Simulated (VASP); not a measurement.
Here is a VASP 6.6.1 calculation.

File INCAR:

```
SYSTEM = AlCo
  PREC = Accurate
  ENCUT = 520
  EDIFF = 1E-6
  ISMEAR = -1
  SIGMA = 0.05
  LREAL = .FALSE.
  LASPH = .TRUE.
  NELM = 150
  ALGO = Normal
  ISIF = 2
  LWAVE = .FALSE.
  LCHARG = .FALSE.
  ISPIN = 2
  MAGMOM = 0.5 0
  LORBIT = 11
  NUPDOWN = 0.5
  LMAXMIX = 4
  GGA = PS
  NBANDS = 17
```

The input KPOINTS:

```
regular mesh
0
G
  8 8 8
  0 0 0
```

The input POSCAR:

```
AlCo
1.0
    2.8194032100      0.0000000000      0.0000000000
    0.0000000000      2.8194032100      0.0000000000
    0.0000000000      0.0000000000      2.8194032100
Co Al
1 1
Direct
    0.5000000000      0.5000000000      0.5000000000
    0.0000000000      0.0000000000      0.0000000000
```

Potentials or basis: VASP PAW PBE potentials, release 64 (Co, Al).

Launch:

```bash
$ cat potpaw_PBE.64/Co/POTCAR potpaw_PBE.64/Al/POTCAR > POTCAR
$ mpirun -np 1 vasp_std > vasp.out
```

Problem. Estimate the pressure.

Solution. 3.2 GPa.

Caveat: the PAW data sets were made with another functional, which shifts forces and pressure a little; the total moment is fixed, so each spin has its own Fermi level.
